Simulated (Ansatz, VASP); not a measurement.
**Te: VASP beside Ansatz**

File INCAR:

```
  ALGO = Normal
  EDIFF = 1E-7
  ENCUT = 520
  GGA = PE
  ISIF = 2
  ISMEAR = -1
  LASPH = T
  LCHARG = F
  LREAL = F
  LWAVE = F
  NBANDS = 9
  NELM = 60
  PREC = Accurate
  SIGMA = 0.1
```

KPOINTS

```
k-points
0
Gamma
  11 11 11
```

File POSCAR:

```
Te
1.0
    3.2020302061      0.0000000000      0.0000000000
    0.0000000000      3.2020302061      0.0000000000
    0.0000000000      0.0000000000      3.2020302061
Te
1
Direct
    0.0000000000      0.0000000000      0.0000000000
```

Input for Ansatz:

```yaml
crystal:
  lattice:
    - [3.2020302061, 0.0, 0.0]
    - [0.0, 3.2020302061, 0.0]
    - [0.0, 0.0, 3.2020302061]
  atoms:
    - { symbol: Te, position: [0.0, 0.0, 0.0] }
hamiltonian:
  xc: pbe
  pseudopotentials:
    kind: paw
    azcp:
      Te: "pseudopotentials/Te.paw.azcp"
basis:
  ecutwfc: 420
  fft_grid_basis: typed
kpoints:
  mp_grid: { grid: [11, 11, 11], shift: [0, 0, 0] }
magnetization:
  spin_polarized: false
scf:
  occupations: { method: fermi_dirac, width: 0.1 }
  lower_state_search: "off"
output:
  stress: true
```

Alike in both runs: task single point; functional PBE; k mesh 11 × 11 × 11; occupations fermi-dirac, width 0.1 eV; no spin polarisation.

|  | VASP | Ansatz |
| --- | --- | --- |
| version | VASP 6.6.1 | Ansatz 0.2.0 |
| potentials or method | VASP PAW PBE potentials, release 64 (Te), cutoff 520 eV | plane waves (420 eV) with PAW, scalar-relativistic |
| valence electrons in the cell | 6 | 16 |

```csv
,VASP,Ansatz,Ansatz less VASP
pressure (GPa),-0.1,0.0,+0.04
```

VASP's potentials hold 6 valence electrons a cell and Ansatz's 16, so a difference there can come from the potentials and not from the codes.

Spin-orbit coupling is off throughout.
